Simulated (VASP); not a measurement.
# CsOs (P-6m2) in VASP: a series of runs

The runs below take CsOs through single point, with PBE.

Everything below comes from runs of VASP 6.6.1. Logs are shortened: lines on timing, memory, paths and dates and some standing lists are left out, and cuts for length are marked.

## 1. The cell of the first run

It takes space group P-6m2 (No. 187, hexagonal). Conventional cell: a = 4.977 Å, b = 4.977 Å, c = 6.361 Å, α = 90.00°, β = 90.00°, γ = 120.00°. Cs (site symmetry -6m2) has 6 Os at 4.29 Å and 6 Cs at 4.98 Å within 5.6 Å. Os (site symmetry -6m2) has 6 Cs at 4.29 Å and 6 Os at 4.98 Å within 5.6 Å.

## 2. Single point, PBE

Input file INCAR:

```
PREC = Accurate ; ENCUT = 600
EDIFF = 1E-6 ; ISMEAR = 0
SIGMA = 0.1 ; LREAL = False
LASPH = True ; NELM = 120
ALGO = Normal ; ISIF = 2
LWAVE = False ; LCHARG = False
GGA = PE ; NBANDS = 16
GGA_COMPAT = False
```

Input file KPOINTS:

```
Automatic mesh
0
Gamma
  6 6 4
```

Input file POSCAR:

```
CsOs
1.0
    4.9771456100      0.0000000000      0.0000000000
   -2.4885728100      4.3103345400      0.0000000000
    0.0000000000      0.0000000000      6.3608001100
Cs Os
1 1
Direct
    0.3333333300      0.6666666700      0.5000000000
    0.0000000000      0.0000000000      0.0000000000
```

Potentials or basis: VASP PAW PBE potentials, release 64 (Cs_sv, Os).

Launch:

```bash
cat potpaw_PBE.64/Cs_sv/POTCAR potpaw_PBE.64/Os/POTCAR > POTCAR
mpirun -np 1 vasp_std > vasp.out
```

OUTCAR:

```text
PREC = Accurate
   ENCUT = 600
   EDIFF = 1E-6
   ISMEAR = 0
   LREAL = False
   LASPH = True
   NELM = 120
   ISIF = 2
   GGA = PE

 ion  position               nearest neighbor table
   1  0.333  0.667  0.500-
   2  0.000  0.000  0.000-

  LATTYP: Found a hexagonal cell.
 ALAT       =     4.9771456100
 C/A-ratio  =     1.2780016114

  Lattice vectors:

 A1 = (   4.9771456100,   0.0000000000,   0.0000000000)
 A2 = (  -2.4885728100,   4.3103345400,   0.0000000000)
 A3 = (   0.0000000000,   0.0000000000,   6.3608001100)

Analysis of symmetry for initial positions (statically):
=====================================================================
 Subroutine PRICEL returns:
 Original cell was already a primitive cell.

 Routine SETGRP: Setting up the symmetry group for a
 hexagonal supercell.

 Subroutine GETGRP returns: Found 12 space group operations
 (whereof 12 operations were pure point group operations)
 out of a pool of 24 trial point group operations.

The static configuration has the point symmetry D_3h.

Analysis of symmetry for dynamics (positions and initial velocities):
=====================================================================
 Subroutine PRICEL returns:
 Original cell was already a primitive cell.

 Routine SETGRP: Setting up the symmetry group for a
 hexagonal supercell.

 Subroutine GETGRP returns: Found 12 space group operations
 (whereof 12 operations were pure point group operations)
 out of a pool of 24 trial point group operations.

The dynamic configuration has the point symmetry D_3h.

 Subroutine INISYM returns: Found 12 space group operations
 (whereof 12 operations are pure point group operations),
 and found     1 'primitive' translations

----------------------------------------------------------------------------------------

                                     Primitive cell

  volume of cell :     136.4593

  direct lattice vectors                    reciprocal lattice vectors
     4.977145610  0.000000000  0.000000000     0.200918373  0.116000277  0.000000000
    -2.488572810  4.310334540  0.000000000     0.000000000  0.232000554  0.000000000
     0.000000000  0.000000000  6.360800110     0.000000000  0.000000000  0.157212926

  length of vectors
     4.977145610  4.977145615  6.360800110     0.232000554  0.232000554  0.157212926

[... 74 lines left out ...]
   ENCUT  =  600.0 eV  44.10 Ry    6.64 a.u.   9.94  9.94 12.70*2*pi/ulx,y,z
   NELM   =    120;   NELMIN=  2; NELMDL= -5     # of ELM steps
   EDIFF  = 0.1E-05   stopping-criterion for ELM
   LREAL  =      F    real-space projection
   EDIFFG = 0.1E-04   stopping-criterion for IOM
   NSW    =      0    number of steps for IOM
   IBRION =     -1    ionic relax: 0-MD 1-quasi-New 2-CG
   NFREE  =      0    steps in history (QN), initial steepest desc. (CG)
   ISIF   =      2    stress and relaxation
   ISYM   =      2    0-nonsym 1-usesym 2-fastsym
   POTIM  = 0.5000    time-step for ionic-motion
   TEBEG  =    0.0;   TEEND  =   0.0 temperature during run
   PSTRESS=    0.0 pullay stress
   NELECT =      17.0000    total number of electrons
   NUPDOWN=      -1.0000    fix difference up-down
   EMIN   =  10.00;   EMAX   =-10.00  energy-range for DOS
   EFERMI =   0.00;   METHOD = LEGACY
   ISMEAR =     0;   SIGMA  =   0.10  broadening in eV -4-tet -1-fermi 0-gaus
   EFERMI_NEDOS =   21; number of points for ismear=-14 and -15
   IALGO  =     38    algorithm
   IMIX   =      4    mixing-type and parameters
     AMIX     =   0.40;   BMIX     =  1.00
     AMIX_MAG =   1.60;   BMIX_MAG =  1.00
  volume/ion in A,a.u.               =      68.23       460.44
  Fermi-wavevector in a.u.,A,eV,Ry     =   0.817630  1.545097  9.095749  0.668519
  Thomas-Fermi vector in A             =   1.928112
   LORBIT       =      0    0 simple, 1 ext, 2 COOP (PROOUT), +10 PAW based schemes
   GGA     = PE    functional components
   LHFCALC =     F    Hartree Fock is set to
   AEXX    =    0.0000 exact exchange contribution
   IVDW    =     0    specifies the selected vdW correction
   LEPSILON=     F    determine dielectric tensor
   LRPA    =     F    only Hartree local field effects (RPA)
 non-spin polarized calculation
 Gauss-broadening in eV      SIGMA  =   0.10
  energy-cutoff  :      600.00
  volume of cell :      136.46
 maximum number of plane-waves:      4580
 NGX is ok and might be reduce to    40
   NGX = 19   NGY = 19   NGZ = 25

 number of electron      17.0000000 magnetization

 Free energy of the ion-electron system (eV)
  ---------------------------------------------------
  ext. energy  EPLUGINS =         0.00000000
  ---------------------------------------------------
  free energy    TOTEN  =        -4.62217578 eV

  energy without entropy =       -4.49542975  energy(sigma->0) =       -4.55880276

 E-fermi :  -0.5072     XC(G=0):  -6.4727

 val. band max:       -0.5104162303   @ k =   0.1667   0.0000   0.0000
 cond. band min:      -0.5057374844   @ k =   0.3333   0.1667   0.5000
 fundamental gap:      0.0046787459
 Fermi energy:        -0.5072371044

 k-point     1 :       0.0000    0.0000    0.0000
  band No.  band energies     occupation
      1     -22.8360      2.00000
      2      -9.5759      2.00000
      3      -9.5759      2.00000
      4      -9.5314      2.00000
      5      -2.6072      2.00000
      6      -0.7950      1.99995
[... 376 lines left out ...]
      3      -9.7432      2.00000
      4      -9.5016      2.00000
      5      -1.2588      2.00000
      6      -0.6570      1.96586
[... 8 lines left out ...]
     15       5.0130      0.00000
     16       5.4396      0.00000

------------------------ aborting loop because EDIFF is reached ----------------------------------------

  FORCE on cell =-STRESS in cart. coord.  units (eV):
  Direction    XX          YY          ZZ          XY          YZ          ZX
  --------------------------------------------------------------------------------------
  -------------------------------------------------------------------------------------
  Total       -1.5182634     -1.5182634     -2.9140997      0.0000000     -0.0000000      0.0000000
  in kB      -17.8260302    -17.8260303    -34.2146351      0.0000000     -0.0000000      0.0000000
  external PRESSURE =     -23.2888985 kB  Pullay stress =       0.0000000 kB

 VOLUME and BASIS-vectors are now :
 -----------------------------------------------------------------------------
  energy-cutoff  :      600.00
  volume of cell :      136.46
      direct lattice vectors                 reciprocal lattice vectors
     4.977145610  0.000000000  0.000000000     0.200918373  0.116000277  0.000000000
    -2.488572810  4.310334540  0.000000000     0.000000000  0.232000554  0.000000000
     0.000000000  0.000000000  6.360800110     0.000000000  0.000000000  0.157212926

 POSITION                                       TOTAL-FORCE (eV/Angst)
 -----------------------------------------------------------------------------------
     -0.00000      2.87356      3.18040        -0.000000      0.000000      0.000000
      0.00000      0.00000      0.00000         0.000000      0.000000      0.000000
 -----------------------------------------------------------------------------------
    total drift:                                0.000015     -0.000009     -0.000000

  FREE ENERGIE OF THE ION-ELECTRON SYSTEM (eV)
  ---------------------------------------------------
  free  energy   TOTEN  =        -4.6221757837 eV

  energy  without entropy=       -4.4954297453  energy(sigma->0) =       -4.55880276
```

OSZICAR:

```text
N       E                     dE             d eps       ncg     rms          rms(c)
DAV:   1     0.102179634124E+03    0.10218E+03   -0.62595E+03   672   0.885E+02
DAV:   2     0.634853691287E+01   -0.95831E+02   -0.85541E+02   928   0.187E+02
DAV:   3    -0.459301318354E+01   -0.10942E+02   -0.10665E+02   928   0.580E+01
DAV:   4    -0.477310606017E+01   -0.18009E+00   -0.17889E+00   728   0.915E+00
DAV:   5    -0.477674800383E+01   -0.36419E-02   -0.36404E-02  1056   0.122E+00    0.328E+00
DAV:   6    -0.477037774694E+01    0.63703E-02   -0.80572E-01   896   0.212E+00    0.387E+00
DAV:   7    -0.465096620233E+01    0.11941E+00   -0.12185E-01   824   0.107E+00    0.113E+00
DAV:   8    -0.462069014074E+01    0.30276E-01   -0.34006E-02   864   0.985E-01    0.325E-01
DAV:   9    -0.462021776554E+01    0.47238E-03   -0.99087E-03   912   0.551E-01    0.154E-01
DAV:  10    -0.462131031394E+01   -0.10925E-02   -0.12235E-03   800   0.186E-01    0.109E-01
DAV:  11    -0.462213055966E+01   -0.82025E-03   -0.10683E-03   720   0.189E-01    0.453E-02
DAV:  12    -0.462215780500E+01   -0.27245E-04   -0.71067E-05   888   0.556E-02    0.195E-02
DAV:  13    -0.462217579737E+01   -0.17992E-04   -0.32468E-05   736   0.325E-02    0.132E-02
DAV:  14    -0.462217578372E+01    0.13651E-07   -0.11351E-06   824   0.619E-03
   1 F= -.46221758E+01 E0= -.45588028E+01  d E =-.126746E+00
```

Run time: 40 s. Hardware: 1 thread of Intel Xeon Platinum 8488C (Sapphire Rapids), shared host; peak memory 0.3 GiB.

What came out:

| Item | Value |
| --- | --- |
| Free energy | -4.6222 eV |
| Pressure | -2.3 GPa |

Stress tensor (GPa, compression positive):
```
-1.78  0.00  0.00
 0.00 -1.78  0.00
 0.00  0.00 -3.42
```

Caveat: spin-orbit coupling is left out, which moves the levels of the heavy elements.

## 3. Single point, PBE, collinear spin, ferromagnetic start

Input file INCAR:

```
SYSTEM = CsOs
PREC = Accurate ; ENCUT = 600
EDIFF = 1E-6 ; ISMEAR = 0
SIGMA = 0.1 ; LREAL = .FALSE.
LASPH = .TRUE. ; NELM = 200
ALGO = Normal ; ISIF = 2
LWAVE = .FALSE. ; LCHARG = .FALSE.
ISPIN = 2 ; MAGMOM = 0 1
LORBIT = 11 ; LMAXMIX = 4
GGA = PE ; NBANDS = 20
GGA_COMPAT = .FALSE.
```

Input file KPOINTS:

```
regular mesh
0
G
  6 6 4
  0 0 0
```

POSCAR is that of step 2.

Potentials or basis: VASP PAW PBE potentials, release 64 (Cs_sv, Os).

Launch:

```bash
cat potpaw_PBE.64/Cs_sv/POTCAR potpaw_PBE.64/Os/POTCAR > POTCAR
mpirun -np 1 vasp_std > vasp.out
```

Wall time 2.2 min (1 thread of Intel Xeon Platinum 8488C (Sapphire Rapids), shared host); peak memory 0.4 GiB.

It converged, with:

- Free energy: -5.7372 eV
- Pressure: -1.8 GPa
- Net moment: 3.06 μB per cell
- Site moments: Cs -0.01; Os +2.88 μB
- Valence electrons inside the program's atomic spheres: Cs 6.55; Os 6.43

Stress tensor (GPa, compression positive):
```
-1.09  0.00  0.00
 0.00 -1.09  0.00
 0.00  0.00 -3.12
```

Levels at points of the mesh, in eV from the Fermi level:
Spin up:
```csv
k point,band 7,band 8,band 9,band 10,band 11,band 12,band 13,band 14
"(0.00, 0.00, 0.00)",-1.88,-1.76,-1.76,-1.60,1.60,2.11,3.18,3.18
"(0.50, 0.00, 0.00)",-1.93,-1.76,-1.57,-1.27,0.54,1.77,2.52,3.88
"(0.00, 0.00, 0.50)",-1.88,-1.78,-1.78,-1.45,-0.38,3.48,3.67,3.67
"(0.50, 0.00, 0.50)",-1.88,-1.71,-1.57,-1.26,1.15,1.19,2.59,2.96
```
Spin down:
| k point | band 5 | band 6 | band 7 | band 8 | band 9 | band 10 |
| --- | --- | --- | --- | --- | --- | --- |
| (0.00, 0.00, 0.00) | -2.59 | -0.65 | 0.02 | 0.02 | 0.32 | 0.32 |
| (0.50, 0.00, 0.00) | -1.33 | -0.44 | 0.09 | 0.21 | 0.22 | 0.31 |
| (0.00, 0.00, 0.50) | -1.95 | -0.37 | -0.35 | -0.02 | -0.02 | 0.29 |
| (0.50, 0.00, 0.50) | -1.31 | -0.31 | -0.09 | 0.22 | 0.30 | 0.31 |

Caveat: spin-orbit coupling is left out, which moves the levels of the heavy elements.
